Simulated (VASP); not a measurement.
# HfB2 (P6/mmm) in VASP: further runs

Aim: see how the results for HfB2 move with the level of theory and the settings. Levels: PBE+D3(BJ), PBE+D4, PBE-based global hybrid. Tasks: single point, relaxation of cell and atoms.

Everything below comes from runs of VASP 6.6.1. Logs are shortened: lines on timing, memory, paths and dates and some standing lists are left out, and cuts for length are marked.

## (1) The cell of the first run

Symmetry: P6/mmm, No. 191, hexagonal system. Conventional cell: a = 3.140 Å, b = 3.140 Å, c = 3.480 Å, α = 90.00°, β = 90.00°, γ = 120.00°. Within 3.3 Å of Hf (site symmetry 6/mmm) lie 12 B at 2.51 Å and 6 Hf at 3.14 Å. B (site symmetry -6m2) has 3 B at 1.81 Å within 2.4 Å.

## (2) Single point, PBE+D3(BJ)

File INCAR:

```
ALGO = Normal ; EDIFF = 1E-6
ENCUT = 520 ; GGA = PE
ISIF = 2 ; ISMEAR = -1
IVDW = 12 ; LASPH = T
LCHARG = T ; LELF = T
LREAL = F ; LVHAR = T
LWAVE = F ; NBANDS = 15
NELM = 80 ; PREC = Accurate
SIGMA = 0.05
```

File KPOINTS:

```
k-points
0
Gamma
  10 10 8
```

File POSCAR:

```
HfB2
1.0
    3.1400000000      0.0000000000      0.0000000000
   -1.5700000000      2.7193197679      0.0000000000
    0.0000000000      0.0000000000      3.4800000000
Hf B
1 2
Direct
    0.0000000000      0.0000000000      0.0000000000
    0.6666666667      0.3333333333      0.5000000000
    0.3333333333      0.6666666667      0.5000000000
```

Potentials or basis: VASP PAW PBE potentials, release 64 (Hf_pv, B).

Launch:

```sh
$ cat potpaw_PBE.64/Hf_pv/POTCAR potpaw_PBE.64/B/POTCAR > POTCAR
$ mpirun -np 1 vasp_std > vasp.out
```

OUTCAR:

```text
EDIFF = 1E-6
   ENCUT = 520
   GGA = PE
   ISIF = 2
   ISMEAR = -1
   IVDW = 12
   LASPH = T
   LREAL = F
   NELM = 80
   PREC = Accurate
 IVDW          = 12

 ion  position               nearest neighbor table
   1  0.000  0.000  0.000-   2 2.51   3 2.51   2 2.51   3 2.51   2 2.51   2 2.51   3 2.51   3 2.51
                             2 2.51   2 2.51   3 2.51   3 2.51
   2  0.667  0.333  0.500-   3 1.81   3 1.81   3 1.81   1 2.51   1 2.51   1 2.51   1 2.51   1 2.51
                             1 2.51
   3  0.333  0.667  0.500-   2 1.81   2 1.81   2 1.81   1 2.51   1 2.51   1 2.51   1 2.51   1 2.51
                             1 2.51

  LATTYP: Found a hexagonal cell.
 ALAT       =     3.1400000000
 C/A-ratio  =     1.1082802548

  Lattice vectors:

 A1 = (   3.1400000000,   0.0000000000,   0.0000000000)
 A2 = (  -1.5700000000,   2.7193197679,   0.0000000000)
 A3 = (   0.0000000000,   0.0000000000,   3.4800000000)

Analysis of symmetry for initial positions (statically):
=====================================================================
 Subroutine PRICEL returns:
 Original cell was already a primitive cell.

 Routine SETGRP: Setting up the symmetry group for a
 hexagonal supercell.

 Subroutine GETGRP returns: Found 24 space group operations
 (whereof 24 operations were pure point group operations)
 out of a pool of 24 trial point group operations.

The static configuration has the point symmetry D_6h.

Analysis of symmetry for dynamics (positions and initial velocities):
=====================================================================
 Subroutine PRICEL returns:
 Original cell was already a primitive cell.

 Routine SETGRP: Setting up the symmetry group for a
 hexagonal supercell.

 Subroutine GETGRP returns: Found 24 space group operations
 (whereof 24 operations were pure point group operations)
 out of a pool of 24 trial point group operations.

The dynamic configuration has the point symmetry D_6h.

 Subroutine INISYM returns: Found 24 space group operations
 (whereof 24 operations are pure point group operations),
 and found     1 'primitive' translations

----------------------------------------------------------------------------------------

                                     Primitive cell

  volume of cell :      29.7146

  direct lattice vectors                    reciprocal lattice vectors
     3.140000000  0.000000000  0.000000000     0.318471338  0.183869512  0.000000000
    -1.570000000  2.719319768  0.000000000     0.000000000  0.367739025  0.000000000
     0.000000000  0.000000000  3.480000000     0.000000000  0.000000000  0.287356322

  length of vectors
     3.140000000  3.140000000  3.480000000     0.367739025  0.367739025  0.287356322

  position of ions in fractional coordinates (direct lattice)
     0.000000000  0.000000000  0.000000000
     0.666666667  0.333333333  0.500000000
     0.333333333  0.666666667  0.500000000

  ion indices of the primitive-cell ions
   primitive index   ion index
                 1           1
                 2           2
                 3           3

----------------------------------------------------------------------------------------

 KPOINTS: k-points

Automatic generation of k-mesh.
 Grid dimensions read from file:
 generate k-points for:   10   10    8

 Generating k-lattice:

  Cartesian coordinates                     Fractional coordinates (reciprocal lattice)
     0.031847134  0.018386951  0.000000000     0.100000000  0.000000000  0.000000000
     0.000000000  0.036773902  0.000000000     0.000000000  0.100000000  0.000000000
     0.000000000  0.000000000  0.035919540     0.000000000  0.000000000  0.125000000

  Length of vectors
     0.036773902  0.036773902  0.035919540

  Shift w.r.t. Gamma in fractional coordinates (k-lattice)
     0.000000000  0.000000000  0.000000000

 Subroutine IBZKPT returns following result:
 ===========================================

 Found     70 irreducible k-points:

 Following reciprocal coordinates:
            Coordinates               Weight
  0.000000  0.000000  0.000000      1.000000
  0.100000  0.000000  0.000000      6.000000
  0.200000  0.000000  0.000000      6.000000
  0.300000  0.000000  0.000000      6.000000
  0.400000  0.000000  0.000000      6.000000
  0.500000  0.000000  0.000000      3.000000
[... 16 lines left out ...]
  0.300000  0.100000  0.125000     24.000000
  0.400000  0.100000  0.125000     24.000000
 [... further k-points ...]
   k-points           NKPTS =     70   k-points in BZ     NKDIM =     70   number of bands    NBANDS=     15
   number of dos      NEDOS =    301   number of ions     NIONS =      3
   total plane-waves  NPLWV =  16128
   dimension x,y,z NGX =    24 NGY =   24 NGZ =   28
   dimension x,y,z NGXF=    48 NGYF=   48 NGZF=   56
   ions per type =               1   2
   NGX,Y,Z   is equivalent  to a cutoff of  12.71, 12.71, 13.38 a.u.
[... 27 lines left out ...]
   EFERMI_NEDOS =   21; number of points for ismear=-14 and -15
   IALGO  =     38    algorithm
   IMIX   =      4    mixing-type and parameters
     AMIX     =   0.40;   BMIX     =  1.00
     AMIX_MAG =   1.60;   BMIX_MAG =  1.00
  volume/ion in A,a.u.               =       9.90        66.84
  Fermi-wavevector in a.u.,A,eV,Ry     =   1.331860  2.516850 24.134693  1.773850
  Thomas-Fermi vector in A             =   2.460838
   LORBIT       =      0    0 simple, 1 ext, 2 COOP (PROOUT), +10 PAW based schemes
   GGA     = PE    functional components
   LHFCALC =     F    Hartree Fock is set to
   AEXX    =    0.0000 exact exchange contribution
   IVDW    =    12    specifies the selected vdW correction
   LEPSILON=     F    determine dielectric tensor
   LRPA    =     F    only Hartree local field effects (RPA)
 non-spin polarized calculation
  energy-cutoff  :      520.00
  volume of cell :       29.71
 maximum number of plane-waves:       816
 NGX is ok and might be reduce to    24
   NGX = 11   NGY = 11   NGZ = 13

 number of electron      15.9999998 magnetization

 Free energy of the ion-electron system (eV)
  ---------------------------------------------------
  ext. energy  EPLUGINS =         0.00000000
  ---------------------------------------------------
  free energy    TOTEN  =       -26.39941688 eV

  energy without entropy =      -26.39682670  energy(sigma->0) =      -26.39812179

 E-fermi :   7.5665     XC(G=0): -12.5969

 val. band max:        7.5038346352   @ k =   0.2000   0.2000   0.1250
 cond. band min:       7.8044076493   @ k =   0.1000   0.1000   0.2500
 fundamental gap:      0.3005730142
 Fermi energy:         7.5664573156

 k-point     1 :       0.0000    0.0000    0.0000
  band No.  band energies     occupation
      1     -22.9621      2.00000
      2     -22.4721      2.00000
      3     -22.4721      2.00000
      4      -6.0814      2.00000
      5       4.6656      2.00000
      6       4.7734      2.00000
      7       4.7734      2.00000
      8       4.8889      2.00000
      9      11.6964      0.00000
     10      11.6964      0.00000
     11      12.3288      0.00000
     12      12.3288      0.00000
     13      12.6627      0.00000
     14      12.6662      0.00000
     15      12.6662      0.00000

 k-point     2 :       0.1000    0.0000    0.0000
  band No.  band energies     occupation
      1     -22.9496      2.00000
      2     -22.5494      2.00000
      3     -22.4892      2.00000
      4      -5.8661      2.00000
      5       4.1765      2.00000
      6       4.7069      2.00000
      7       4.7589      2.00000
      8       4.8790      2.00000
      9      10.9675      0.00000
     10      11.5467      0.00000
     11      11.5472      0.00000
     12      11.9447      0.00000
     13      13.2993      0.00000
     14      13.6825      0.00000
     15      14.0786      0.00000
[... 365 lines left out ...]
      3     -22.6482      2.00000
      4      -3.4906      2.00000
      5       0.5405      2.00000
      6       3.2011      2.00000
      7       3.9017      2.00000
      8       5.8914      2.00000
      9       8.7386      0.00000
     10      11.0008      0.00000
     11      11.9569      0.00000
     12      13.2426      0.00000
     13      15.0493      0.00000
     14      15.7535      0.00000
     15      18.5506      0.00000

 k-point    24 :       0.4000    0.1000    0.1250
  band No.  band energies     occupation
      1     -23.1866      2.00000
      2     -22.8639      2.00000
      3     -22.6867      2.00000
      4      -2.2878      2.00000
      5      -0.9208      2.00000
      6       3.0242      2.00000
      7       3.9063      2.00000
      8       5.4502      2.00000
      9       8.8208      0.00000
     10      11.8018      0.00000
     11      11.8787      0.00000
     12      13.9458      0.00000
     13      15.1699      0.00000
     14      16.1059      0.00000
     15      18.4913      0.00000

 [... further k-points ...]

------------------------ aborting loop because EDIFF is reached ----------------------------------------

 Edisp (eV)   -1.08509

 E8    (eV) :    -0.4884

  FORCE on cell =-STRESS in cart. coord.  units (eV):
  Direction    XX          YY          ZZ          XY          YZ          ZX
  --------------------------------------------------------------------------------------
  -------------------------------------------------------------------------------------
  Total      -0.98623    -0.98623    -0.80389     0.00000     0.00000     0.00000
  in kB     -53.17657   -53.17657   -43.34486     0.00000     0.00000     0.00000
  external pressure =      -49.90 kB  Pullay stress =        0.00 kB

 VOLUME and BASIS-vectors are now :
 -----------------------------------------------------------------------------
  energy-cutoff  :      520.00
  volume of cell :       29.71
      direct lattice vectors                 reciprocal lattice vectors
     3.140000000  0.000000000  0.000000000     0.318471338  0.183869512  0.000000000
    -1.570000000  2.719319768  0.000000000     0.000000000  0.367739025  0.000000000
     0.000000000  0.000000000  3.480000000     0.000000000  0.000000000  0.287356322

 POSITION                                       TOTAL-FORCE (eV/Angst)
 -----------------------------------------------------------------------------------
      0.00000      0.00000      0.00000        -0.000000      0.000000      0.000000
      1.57000      0.90644      1.74000        -0.000000      0.000000      0.000000
     -0.00000      1.81288      1.74000         0.000000      0.000000      0.000000
 -----------------------------------------------------------------------------------
    total drift:                               -0.000000      0.000000      0.000000

  FREE ENERGIE OF THE ION-ELECTRON SYSTEM (eV)
  ---------------------------------------------------
  free  energy   TOTEN  =       -27.4845093614 eV

  energy  without entropy=      -27.4819191839  energy(sigma->0) =      -27.48321427
```

It took 17 s on 1 thread of Intel Xeon Platinum 8259CL at 2.50GHz (Skylake/Cascade Lake), shared host; peak memory 0.18 GiB.

What came out:

| Item | Value |
| --- | --- |
| Free energy | -27.4845 eV |
| Pressure | -5.0 GPa |
| Band gap on the k mesh | zero (band 8 reaches 8.26 eV, above the bottom of band 9 at 7.43 eV) |
| Dispersion energy per atom | -0.362 eV |

Caveat: three body term missing; spin-orbit coupling is left out, which moves the levels of the heavy elements; pairwise dispersion overbinds metals, which lowers pressure and volume.

## (3) Relaxation of cell and atoms, PBE+D3(BJ)

File INCAR:

```
SYSTEM = HfB2
  ALGO = Normal
  EDIFF = 1E-6
  EDIFFG = -0.01
  ENCUT = 600
  GGA = PE
  IBRION = 2
  ISIF = 3
  ISMEAR = -1
  IVDW = 12
  LASPH = .True.
  LCHARG = .False.
  LREAL = .False.
  LWAVE = .False.
  NELM = 60
  NSW = 60
  PREC = Accurate
  SIGMA = 0.05
```

File KPOINTS:

```
k-points
0
Gamma
  10 10 8
  0 0 0
```

POSCAR is that of step 2.

Potentials or basis: VASP PAW PBE potentials, release 64 (Hf_pv, B).

Launch:

```sh
$ cat potpaw_PBE.64/Hf_pv/POTCAR potpaw_PBE.64/B/POTCAR > POTCAR
$ mpirun -np 1 vasp_std > vasp.out
```

Wall time 59 s (1 thread of Intel Xeon Platinum 8259CL at 2.50GHz (Skylake/Cascade Lake), shared host); peak memory 0.2 GiB.

It converged, with:

```
Free energy                            : -27.4958 eV
Relaxed volume                         : 9.71 Å³/atom
Relaxed cell                           : a = 3.118 Å, b = 3.118 Å, c = 3.460 Å, α = 90.00°, β = 90.00°, γ = 120.00°
Space group after relaxing (to 0.05 Å) : P6/mmm (No. 191)
Energy gained by relaxing              : 3.1 meV/atom
Ionic steps                            : 3
Pressure after relaxing                : 0.0 GPa
Band gap on the k mesh                 : zero (band 8 reaches 8.44 eV, above the bottom of band 9 at 7.57 eV)
Dispersion energy per atom             : -0.369 eV
```

The path:
| step | energy change (eV) | largest force (eV/Å) | pressure (GPa) | volume (Å³) |
| --- | --- | --- | --- | --- |
| 1 | 0.0000 | 0.0000 | -5.01 | 29.71 |
| 2 | 0.0070 | 0.0000 | 7.17 | 28.40 |
| 3 | -0.0092 | 0.0000 | -0.02 | 29.14 |

Final structure:
```cif
data_structure
_symmetry_space_group_name_H-M 'P 1'
_symmetry_Int_Tables_number 1
_cell_length_a 3.1184
_cell_length_b 3.1184
_cell_length_c 3.4604
_cell_angle_alpha 90.000
_cell_angle_beta 90.000
_cell_angle_gamma 120.000
_cell_volume 29.14
loop_
_atom_site_label
_atom_site_type_symbol
_atom_site_fract_x
_atom_site_fract_y
_atom_site_fract_z
_atom_site_occupancy
Hf1 Hf 0.00000 0.00000 0.00000 1
B1 B 0.66667 0.33333 0.50000 1
B2 B 0.33333 0.66667 0.50000 1
```

Levels at points of the mesh, in eV from the Fermi level:
| k point | band 4 | band 5 | band 6 | band 7 | band 8 | band 9 | band 10 | band 11 | band 12 |
| --- | --- | --- | --- | --- | --- | --- | --- | --- | --- |
| (0.00, 0.00, 0.00) | -13.75 | -2.95 | -2.82 | -2.82 | -2.68 | 4.24 | 4.24 | 4.86 | 4.86 |
| (0.50, 0.00, 0.00) | -9.76 | -8.96 | -4.10 | -3.35 | -2.81 | 2.26 | 2.90 | 5.84 | 5.98 |
| (0.00, 0.00, 0.50) | -11.27 | -8.34 | -1.09 | -1.09 | 0.45 | 0.45 | 1.13 | 1.13 | 2.37 |
| (0.50, 0.00, 0.50) | -10.33 | -7.43 | -4.92 | -4.67 | -2.53 | 4.23 | 4.36 | 6.53 | 7.48 |

Caveat: spin-orbit coupling is left out, which moves the levels of the heavy elements; pairwise dispersion overbinds metals, which lowers pressure and volume.

## (4) Relaxation of cell and atoms, PBE+D4

File INCAR:

```
PREC = Accurate
ENCUT = 600
EDIFF = 1E-7
ISMEAR = -1
SIGMA = 0.05
LREAL = False
LASPH = True
NELM = 80
ALGO = Normal
ISIF = 3
LWAVE = False
LCHARG = False
GGA = PE
IVDW = 13
IBRION = 2
NSW = 60
EDIFFG = -0.01
```

File KPOINTS:

```
Automatic mesh
0
Gamma
  10 10 8
```

POSCAR is that of step 3.

Launch:

```sh
$ cat potpaw_PBE.64/Hf_pv/POTCAR potpaw_PBE.64/B/POTCAR > POTCAR
$ mpirun -np 1 vasp_std > vasp.out
```

It took 69 s on 1 thread of Intel Xeon Platinum 8259CL at 2.50GHz (Skylake/Cascade Lake), shared host; peak memory 0.19 GiB.

Results (log left out):

* Free energy: -27.3357 eV
* Relaxed volume: 9.72 Å³/atom
* Relaxed cell: a = 3.124 Å, b = 3.124 Å, c = 3.448 Å, α = 90.00°, β = 90.00°, γ = 120.00°
* Space group after relaxing (to 0.05 Å): P6/mmm (No. 191)
* Energy gained by relaxing: 2.9 meV/atom
* Ionic steps: 4
* Pressure after relaxing: 0.0 GPa
* Band gap on the k mesh: zero (band 8 reaches 8.38 eV, above the bottom of band 9 at 7.57 eV)
* Dispersion energy per atom: -0.316 eV

Step by step:
```tsv
step	energy change (eV)	largest force (eV/Å)	pressure (GPa)	volume (Å³)
1	0.0000	0.0000	-4.77	29.71
2	0.0052	0.0000	6.62	28.47
3	-0.0086	0.0000	0.04	29.15
4	-0.0088	0.0000	0.00	29.15
```

Final structure:
```xyz
3
Lattice="3.1245 0.0000 0.0000 -1.5622 2.7059 0.0000 0.0000 0.0000 3.4482" Properties=species:S:1:pos:R:3 pbc="T T T"
Hf   -1.5622    2.7059    3.4482
B     1.5622    0.9020    1.7241
B     0.0000    1.8039    1.7241
```

Levels at points of the mesh, in eV from the Fermi level:
| k point | band 5 | band 6 | band 7 | band 8 | band 9 | band 10 | band 11 | band 12 |
| --- | --- | --- | --- | --- | --- | --- | --- | --- |
| (0.00, 0.00, 0.00) | -2.93 | -2.86 | -2.86 | -2.63 | 4.23 | 4.23 | 4.91 | 4.91 |
| (0.50, 0.00, 0.00) | -8.96 | -4.06 | -3.36 | -2.82 | 2.27 | 2.90 | 5.84 | 5.92 |
| (0.00, 0.00, 0.50) | -8.33 | -1.11 | -1.11 | 0.39 | 0.39 | 1.12 | 1.12 | 2.47 |
| (0.50, 0.00, 0.50) | -7.42 | -4.95 | -4.67 | -2.54 | 4.20 | 4.44 | 6.49 | 7.56 |

Caveat: spin-orbit coupling is left out, which moves the levels of the heavy elements; pairwise dispersion overbinds metals, which lowers pressure and volume.

## (5) Single point, PBE-based global hybrid

POSCAR is that of step 4.

File INCAR.step1:

```
SYSTEM = HfB2
ALGO = Normal
EDIFF = 1E-5
ENCUT = 520
GGA = PE
ISIF = 2
ISMEAR = -1
LASPH = .True.
LREAL = .False.
LWAVE = .True.
NBANDS = 15
NELM = 80
PREC = Accurate
SIGMA = 0.05
```

File INCAR.step2:

```
SYSTEM = HfB2
AEXX = 0.1
ALGO = Normal
EDIFF = 1E-7
ENCUT = 520
GGA = PE
ISIF = 2
ISMEAR = -1
ISTART = 1
LASPH = .True.
LCHARG = .True.
LELF = .True.
LHFCALC = .True.
LREAL = .False.
LVHAR = .True.
LWAVE = .False.
NBANDS = 15
NELM = 80
PREC = Accurate
PRECFOCK = Normal
SIGMA = 0.05
```

File KPOINTS:

```
k-points
0
Gamma
  6 6 5
  0 0 0
```

Launch:

```sh
$ cat potpaw_PBE.64/Hf_pv/POTCAR potpaw_PBE.64/B/POTCAR > POTCAR
$ cp INCAR.step1 INCAR
$ mpirun -np 1 vasp_std > vasp.out
$ cp INCAR.step2 INCAR
$ mpirun -np 1 vasp_std > vasp.out
```

Wall time 21 min (1 thread of Intel Xeon Platinum 8259CL at 2.50GHz (Skylake/Cascade Lake), shared host); peak memory 0.17 GiB.

Results (log left out):

| Property | Result |
| --- | --- |
| Free energy | -28.2568 eV |
| Pressure | -0.6 GPa |
| Band gap on the k mesh | zero (band 8 reaches 8.38 eV, above the bottom of band 9 at 7.47 eV) |

Stress tensor (GPa, compression positive):
```
 0.03  0.00  0.00
 0.00  0.03  0.00
 0.00  0.00 -1.97
```

Levels at points of the mesh, in eV from the Fermi level:
| k point | band 5 | band 6 | band 7 | band 8 | band 9 | band 10 | band 11 | band 12 |
| --- | --- | --- | --- | --- | --- | --- | --- | --- |
| (0.00, 0.00, 0.00) | -3.04 | -2.99 | -2.99 | -2.90 | 4.71 | 4.71 | 5.39 | 5.39 |
| (0.50, 0.00, 0.00) | -9.52 | -4.26 | -3.57 | -2.89 | 2.64 | 3.34 | 6.30 | 6.48 |

Caveat: the k points lie up to 0.39 Å⁻¹ apart; the PAW data sets were made with another functional, which shifts forces and pressure a little; spin-orbit coupling is left out, which moves the levels of the heavy elements.

## (6) Overview

| task | level | cell | k mesh | cutoff (eV) | grid for exact exchange (PRECFOCK) | share of exact exchange | gap on the mesh (eV) | pressure (GPa) | relaxed volume (Å³/atom) |
| --- | --- | --- | --- | --- | --- | --- | --- | --- | --- |
| single point | PBE+D3(BJ) | as given | 10 × 10 × 8 | 520 | - | - | none | -5.0 | - |
| relaxation of cell and atoms | PBE+D3(BJ) | relaxed | 10 × 10 × 8 | 600 | - | - | none | 0.0 | 9.71 |
| relaxation of cell and atoms | PBE+D4 | relaxed | 10 × 10 × 8 | 600 | - | - | none | 0.0 | 9.72 |
| single point | PBE-based global hybrid | as given | 6 × 6 × 5 | 520 | Normal | 0.1 | none | -0.6 | - |

Alike in all rows: potentials or basis VASP PAW PBE potentials, release 64 (Hf_pv, B); no spin polarisation; smearing fermi-dirac 0.05 eV.

Caveats: some runs use coarse meshes; spin-orbit coupling is left out, which moves the levels of the heavy elements; pairwise dispersion overbinds metals, which lowers pressure and volume (some runs); three body term missing (some runs); the PAW data sets were made with another functional, which shifts forces and pressure a little (some runs).

Total energies depend on the potentials used, so only differences within one code and one set of settings carry meaning.
